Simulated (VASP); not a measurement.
A run of VASP 6.6.1 is set up as follows.

INCAR

```
ALGO = Normal
EDIFF = 1E-6
ENCUT = 600
GGA = PE
GGA_COMPAT = False
ISIF = 2
ISMEAR = 0
LASPH = True
LCHARG = False
LREAL = False
LWAVE = False
NBANDS = 11
NELM = 120
PREC = Accurate
SIGMA = 0.01
```

The input KPOINTS:

```
k-points
0
Gamma
  6 6 6
```

Contents of POSCAR:

```
MgS
1.0
    0.0000000000      2.6412435108      2.5997095713
    2.6412435108      0.0000000000      2.5997095713
    2.6412435108      2.6412435108      0.0000000000
Mg S
1 1
Direct
    0.0000000000      0.0000000000      0.0000000000
    0.5000000000      0.5000000000      0.5000000000
```

Potentials or basis: VASP PAW PBE potentials, release 64 (Mg, S).

The run is started by

```console
$ cat potpaw_PBE.64/Mg/POTCAR potpaw_PBE.64/S/POTCAR > POTCAR
$ mpirun -np 1 vasp_std > vasp.out
```

Task: Estimate the pressure.

Result: -1.2 GPa.

Task: Estimate the band gap on the k mesh.

Result: 2.64 eV, indirect (least direct gap 3.46 eV).

Stress tensor (GPa, compression positive):
```
-1.71  0.00  0.00
 0.00 -1.71  0.00
 0.00  0.00 -0.27
```

A k mesh can miss the band edges. As with any semilocal functional, this PBE gap is likely too small.
